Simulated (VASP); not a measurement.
# MnO (Fm-3m) in VASP: further runs

Runs on MnO. Level: PBE+D3(BJ). Tasks: single point.

Program: VASP 6.6.1. These are calculated values, not measurements. Logs are shortened: lines on timing, memory, paths and dates and some standing lists are left out, and cuts for length are marked.

## 1. The cell of the first run

It takes space group Fm-3m (No. 225, cubic). Conventional cell: a = 4.388 Å, b = 4.388 Å, c = 4.388 Å, α = 90.00°, β = 90.00°, γ = 90.00°. Mn (site symmetry m-3m) has 6 O at 2.19 Å within 2.9 Å. O (site symmetry m-3m) has 6 Mn at 2.19 Å within 2.9 Å.

## 2. Single point, PBE+D3(BJ), collinear spin, ferromagnetic start

INCAR

```
SYSTEM = MnO
ALGO = Normal
EDIFF = 1E-7
ENCUT = 520
GGA = PE
ISIF = 2
ISMEAR = -1
ISPIN = 2
IVDW = 12
LASPH = .True.
LCHARG = .False.
LMAXMIX = 4
LORBIT = 11
LREAL = .False.
LWAVE = .False.
MAGMOM = 4 0
NBANDS = 20
NELM = 150
PREC = Accurate
SIGMA = 0.05
```

KPOINTS

```
k-points
0
Gamma
  10 10 10
  0 0 0
```

POSCAR

```
MnO
1.0
    0.0000000000      2.1938512115      2.1938512115
    2.1938512115      0.0000000000      2.1938512115
    2.1938512115      2.1938512115      0.0000000000
Mn O
1 1
Direct
    0.0000000000      0.0000000000      0.0000000000
    0.5000000000      0.5000000000      0.5000000000
```

Potentials or basis: VASP PAW PBE potentials, release 64 (Mn_pv, O).

Run with:

```bash
cat potpaw_PBE.64/Mn_pv/POTCAR potpaw_PBE.64/O/POTCAR > POTCAR
mpirun -np 1 vasp_std > vasp.out
```

OUTCAR:

```text
SYSTEM = MnO
   EDIFF = 1E-7
   ENCUT = 520
   GGA = PE
   ISIF = 2
   ISMEAR = -1
   ISPIN = 2
   IVDW = 12
   LASPH = .True.
   LORBIT = 11
   LREAL = .False.
   NELM = 150
   PREC = Accurate
 IVDW          = 12

 ion  position               nearest neighbor table
   1  0.000  0.000  0.000-   2 2.19   2 2.19   2 2.19   2 2.19   2 2.19   2 2.19
   2  0.500  0.500  0.500-   1 2.19   1 2.19   1 2.19   1 2.19   1 2.19   1 2.19

  LATTYP: Found a face centered cubic cell.
 ALAT       =     4.3877024230

  Lattice vectors:

 A1 = (   0.0000000000,   2.1938512115,   2.1938512115)
 A2 = (   2.1938512115,   0.0000000000,   2.1938512115)
 A3 = (   2.1938512115,   2.1938512115,   0.0000000000)

Analysis of symmetry for initial positions (statically):
=====================================================================
 Subroutine PRICEL returns:
 Original cell was already a primitive cell.

 Routine SETGRP: Setting up the symmetry group for a
 face centered cubic supercell.

 Subroutine GETGRP returns: Found 48 space group operations
 (whereof 48 operations were pure point group operations)
 out of a pool of 48 trial point group operations.

The static configuration has the point symmetry O_h .

Analysis of symmetry for dynamics (positions and initial velocities):
=====================================================================
 Subroutine PRICEL returns:
 Original cell was already a primitive cell.

 Routine SETGRP: Setting up the symmetry group for a
 face centered cubic supercell.

 Subroutine GETGRP returns: Found 48 space group operations
 (whereof 48 operations were pure point group operations)
 out of a pool of 48 trial point group operations.

The dynamic configuration has the point symmetry O_h .

Analysis of structural, dynamic, and magnetic symmetry:
=====================================================================
 Subroutine PRICEL returns:
 Original cell was already a primitive cell.

 Routine SETGRP: Setting up the symmetry group for a
 face centered cubic supercell.

 Subroutine GETGRP returns: Found 48 space group operations
 (whereof 48 operations were pure point group operations)
 out of a pool of 48 trial point group operations.

The overall configuration has the point symmetry O_h .

 Subroutine INISYM returns: Found 48 space group operations
 (whereof 48 operations are pure point group operations),
 and found     1 'primitive' translations

----------------------------------------------------------------------------------------

                                     Primitive cell

  volume of cell :      21.1179

  direct lattice vectors                    reciprocal lattice vectors
     0.000000000  2.193851212  2.193851212    -0.227909713  0.227909713  0.227909713
     2.193851212  0.000000000  2.193851212     0.227909713 -0.227909713  0.227909713
     2.193851212  2.193851212  0.000000000     0.227909713  0.227909713 -0.227909713

  length of vectors
     3.102574137  3.102574137  3.102574137     0.394751202  0.394751202  0.394751202

  position of ions in fractional coordinates (direct lattice)
     0.000000000  0.000000000  0.000000000
     0.500000000  0.500000000  0.500000000

  ion indices of the primitive-cell ions
   primitive index   ion index
                 1           1
                 2           2

----------------------------------------------------------------------------------------

 KPOINTS: k-points

Automatic generation of k-mesh.
 Grid dimensions read from file:
 generate k-points for:   10   10   10

 Generating k-lattice:

  Cartesian coordinates                     Fractional coordinates (reciprocal lattice)
    -0.022790971  0.022790971  0.022790971     0.100000000  0.000000000  0.000000000
     0.022790971 -0.022790971  0.022790971     0.000000000  0.100000000  0.000000000
     0.022790971  0.022790971 -0.022790971     0.000000000  0.000000000  0.100000000

  Length of vectors
     0.039475120  0.039475120  0.039475120

  Shift w.r.t. Gamma in fractional coordinates (k-lattice)
     0.000000000  0.000000000  0.000000000

 Subroutine IBZKPT returns following result:
 ===========================================

 Found     47 irreducible k-points:

 Following reciprocal coordinates:
            Coordinates               Weight
  0.000000  0.000000  0.000000      1.000000
  0.100000  0.000000  0.000000      8.000000
  0.200000  0.000000  0.000000      8.000000
  0.300000  0.000000  0.000000      8.000000
  0.400000  0.000000  0.000000      8.000000
  0.500000  0.000000  0.000000      4.000000
[... 16 lines left out ...]
  0.300000  0.300000  0.000000      6.000000
  0.400000  0.300000  0.000000     24.000000
 [... further k-points ...]
   k-points           NKPTS =     47   k-points in BZ     NKDIM =     47   number of bands    NBANDS=     20
   number of dos      NEDOS =    301   number of ions     NIONS =      2
   total plane-waves  NPLWV =  13824
   dimension x,y,z NGX =    24 NGY =   24 NGZ =   24
   dimension x,y,z NGXF=    48 NGYF=   48 NGZF=   48
   ions per type =               1   1
   NGX,Y,Z   is equivalent  to a cutoff of  12.86, 12.86, 12.86 a.u.
   NGXF,Y,Z  is equivalent  to a cutoff of  25.72, 25.72, 25.72 a.u.
 SYSTEM =  MnO
   PREC   = accura    normal or accurate (medium, high low for compatibility)
   ISTART =      0    job   : 0-new  1-cont  2-samecut
   ICHARG =      2    charge: 1-file 2-atom 10-const
   ISPIN  =      2    spin polarized calculation?
   LNONCOLLINEAR =      F non collinear calculations
   LSORBIT =      F    spin-orbit coupling
   LASPH  =      T    aspherical Exc in radial PAW
   ENCUT  =  520.0 eV  38.22 Ry    6.18 a.u.   5.77  5.77  5.77*2*pi/ulx,y,z
   NELM   =    150;   NELMIN=  2; NELMDL= -5     # of ELM steps
   EDIFF  = 0.1E-06   stopping-criterion for ELM
   LREAL  =      F    real-space projection
   EDIFFG = 0.1E-05   stopping-criterion for IOM
   NSW    =      0    number of steps for IOM
   IBRION =     -1    ionic relax: 0-MD 1-quasi-New 2-CG
   NFREE  =      0    steps in history (QN), initial steepest desc. (CG)
   ISIF   =      2    stress and relaxation
   ISYM   =      2    0-nonsym 1-usesym 2-fastsym
   POTIM  = 0.5000    time-step for ionic-motion
   TEBEG  =    0.0;   TEEND  =   0.0 temperature during run
   PSTRESS=    0.0 pullay stress
   NELECT =      19.0000    total number of electrons
   NUPDOWN=      -1.0000    fix difference up-down
   EMIN   =  10.00;   EMAX   =-10.00  energy-range for DOS
   EFERMI =   0.00;   METHOD = LEGACY
   ISMEAR =    -1;   SIGMA  =   0.05  broadening in eV -4-tet -1-fermi 0-gaus
   EFERMI_NEDOS =   21; number of points for ismear=-14 and -15
   IALGO  =     38    algorithm
   IMIX   =      4    mixing-type and parameters
     AMIX     =   0.40;   BMIX     =  1.00
     AMIX_MAG =   1.60;   BMIX_MAG =  1.00
  volume/ion in A,a.u.               =      10.56        71.26
  Fermi-wavevector in a.u.,A,eV,Ry     =   1.580431  2.986581 33.984116  2.497762
  Thomas-Fermi vector in A             =   2.680660
   LORBIT       =     11    0 simple, 1 ext, 2 COOP (PROOUT), +10 PAW based schemes
   GGA     = PE    functional components
   LHFCALC =     F    Hartree Fock is set to
   AEXX    =    0.0000 exact exchange contribution
   IVDW    =    12    specifies the selected vdW correction
   LEPSILON=     F    determine dielectric tensor
   LRPA    =     F    only Hartree local field effects (RPA)
 spin polarized calculation
  energy-cutoff  :      520.00
  volume of cell :       21.12
 maximum number of plane-waves:       588
   NGX = 11   NGY = 11   NGZ = 11

 number of electron      19.0000002 magnetization       4.6532427

 Free energy of the ion-electron system (eV)
  ---------------------------------------------------
  ext. energy  EPLUGINS =         0.00000000
  ---------------------------------------------------
  free energy    TOTEN  =       -16.39115299 eV

  energy without entropy =      -16.38053674  energy(sigma->0) =      -16.38584487

 E-fermi :   8.0652     XC(G=0): -12.0935

 val. band max:        8.0611615587   @ k =  -0.3000   0.3000   0.0000
 cond. band min:       8.0833955225   @ k =  -0.4000   0.2000   0.0000
 fundamental gap:      0.0222339638
 Fermi energy:         8.0652363737

 spin component 1

 k-point     1 :       0.0000    0.0000    0.0000
  band No.  band energies     occupation
      1     -42.3043      1.00000
      2     -42.3043      1.00000
      3     -42.3043      1.00000
      4     -12.5911      1.00000
      5       4.0876      1.00000
      6       4.0876      1.00000
[... 12 lines left out ...]
     19      28.4776      0.00000
     20      28.4776      0.00000

 k-point     2 :       0.1000    0.0000    0.0000
  band No.  band energies     occupation
      1     -42.3115      1.00000
      2     -42.3052      1.00000
      3     -42.3052      1.00000
      4     -12.4998      1.00000
      5       3.2226      1.00000
      6       3.5537      1.00000
[... 12 lines left out ...]
     19      27.7068      0.00000
     20      29.5330      0.00000

 k-point     3 :       0.2000    0.0000    0.0000
  band No.  band energies     occupation
      1     -42.3305      1.00000
      2     -42.3076      1.00000
      3     -42.3076      1.00000
      4     -12.2508      1.00000
      5       1.8548      1.00000
      6       2.8018      1.00000
[... 12 lines left out ...]
     19      27.5453      0.00000
     20      31.7150      0.00000

 k-point     4 :       0.3000    0.0000    0.0000
  band No.  band energies     occupation
      1     -42.3539      1.00000
      2     -42.3106      1.00000
      3     -42.3106      1.00000
      4     -11.9211      1.00000
      5       0.6103      1.00000
      6       2.1942      1.00000
[... 429 lines left out ...]
 k-point    23 :       0.3000    0.3000    0.0000
  band No.  band energies     occupation
      1     -42.3496      1.00000
      2     -42.3224      1.00000
      3     -42.3224      1.00000
      4     -11.8586      1.00000
      5       0.6767      1.00000
      6       3.0471      1.00000
[... 12 lines left out ...]
     19      33.7649      0.00000
     20      33.9986      0.00000

 k-point    24 :       0.4000    0.3000    0.0000
  band No.  band energies     occupation
      1     -42.3596      1.00000
      2     -42.3276      1.00000
      3     -42.3254      1.00000
      4     -11.7064      1.00000
      5       0.5751      1.00000
      6       2.5359      1.00000
[... 12 lines left out ...]
     19      33.4543      0.00000
     20      35.0722      0.00000

 [... further k-points ...]

 spin component 2

 k-point     1 :       0.0000    0.0000    0.0000
  band No.  band energies     occupation
      1     -37.7363      1.00000
      2     -37.7363      1.00000
      3     -37.7363      1.00000
      4     -12.1585      1.00000
      5       4.4643      1.00000
      6       4.4643      1.00000
[... 12 lines left out ...]
     19      30.7854      0.00000
     20      30.7854      0.00000

 k-point     2 :       0.1000    0.0000    0.0000
  band No.  band energies     occupation
      1     -37.7456      1.00000
      2     -37.7374      1.00000
      3     -37.7374      1.00000
      4     -12.0694      1.00000
      5       3.8490      1.00000
      6       4.2583      1.00000
[... 12 lines left out ...]
     19      29.6313      0.00000
     20      31.5910      0.00000

 k-point     3 :       0.2000    0.0000    0.0000
  band No.  band energies     occupation
      1     -37.7698      1.00000
      2     -37.7403      1.00000
      3     -37.7403      1.00000
      4     -11.8272      1.00000
      5       2.6296      1.00000
      6       3.7991      1.00000
[... 12 lines left out ...]
     19      29.1375      0.00000
     20      33.3997      0.00000

 k-point     4 :       0.3000    0.0000    0.0000
  band No.  band energies     occupation
      1     -37.7995      1.00000
      2     -37.7438      1.00000
      3     -37.7438      1.00000
      4     -11.5080      1.00000
      5       1.4474      1.00000
      6       3.3326      1.00000
[... 429 lines left out ...]
 k-point    23 :       0.3000    0.3000    0.0000
  band No.  band energies     occupation
      1     -37.7933      1.00000
      2     -37.7587      1.00000
      3     -37.7587      1.00000
      4     -11.4415      1.00000
      5       1.5006      1.00000
      6       3.6574      1.00000
[... 12 lines left out ...]
     19      34.5875      0.00000
     20      35.0455      0.00000

 k-point    24 :       0.4000    0.3000    0.0000
  band No.  band energies     occupation
      1     -37.8056      1.00000
      2     -37.7652      1.00000
      3     -37.7624      1.00000
      4     -11.2917      1.00000
      5       1.3267      1.00000
      6       3.2841      1.00000
[... 12 lines left out ...]
     19      34.4401      0.00000
     20      36.0594      0.00000

 [... further k-points ...]

------------------------ aborting loop because EDIFF is reached ----------------------------------------

 Edisp (eV)   -0.37823

 E8    (eV) :    -0.1478

  FORCE on cell =-STRESS in cart. coord.  units (eV):
  Direction    XX          YY          ZZ          XY          YZ          ZX
  --------------------------------------------------------------------------------------
  -------------------------------------------------------------------------------------
  Total       0.19502     0.19502     0.19502     0.00000     0.00000    -0.00000
  in kB      14.79600    14.79600    14.79600     0.00000     0.00000    -0.00000
  external pressure =       14.80 kB  Pullay stress =        0.00 kB

 VOLUME and BASIS-vectors are now :
 -----------------------------------------------------------------------------
  energy-cutoff  :      520.00
  volume of cell :       21.12
      direct lattice vectors                 reciprocal lattice vectors
     0.000000000  2.193851212  2.193851212    -0.227909713  0.227909713  0.227909713
     2.193851212  0.000000000  2.193851212     0.227909713 -0.227909713  0.227909713
     2.193851212  2.193851212  0.000000000     0.227909713  0.227909713 -0.227909713

 POSITION                                       TOTAL-FORCE (eV/Angst)
 -----------------------------------------------------------------------------------
      0.00000      0.00000      0.00000         0.000000      0.000000      0.000000
      2.19385      2.19385      2.19385        -0.000000     -0.000000     -0.000000
 -----------------------------------------------------------------------------------
    total drift:                                0.000000     -0.000000     -0.000000

  FREE ENERGIE OF THE ION-ELECTRON SYSTEM (eV)
  ---------------------------------------------------
  free  energy   TOTEN  =       -16.7693845461 eV

  energy  without entropy=      -16.7587682923  energy(sigma->0) =      -16.76407642

 total charge

# of ion       s       p       d       tot
------------------------------------------
    1        0.209   6.189   5.001  11.398
    2        1.562   3.428   0.000   4.990
--------------------------------------------------
tot          1.770   9.617   5.001  16.388

 magnetization (x)

# of ion       s       p       d       tot
------------------------------------------
    1        0.033   0.026   4.182   4.241
    2        0.031   0.163   0.000   0.194
--------------------------------------------------
tot          0.064   0.189   4.182   4.435
```

Run time: 14 s. Hardware: 1 thread of Intel Xeon 6975P-C (Granite Rapids), shared host; peak memory 0.17 GiB.

What came out:

```yaml
Free_energy: -16.7694 eV
Pressure: 1.5 GPa
Net_moment: 4.65 μB per cell
Site_moments: Mn +4.24; O +0.19 μB
Valence_electrons_inside_the_program's_atomic_spheres: Mn 11.40; O 4.99
Dispersion_energy_per_atom: -0.189 eV
```

Caveat: a cell with one magnetic atom can't hold antiferromagnetic order, which such compounds often take; semilocal functionals often make such compounds metallic where correlation or magnetic order opens a gap, which also shifts bond lengths. With open d or f shells a metallic result of PBE can be an artefact of self-interaction; +U or a hybrid may open a gap.

[end of part 1 of 2]
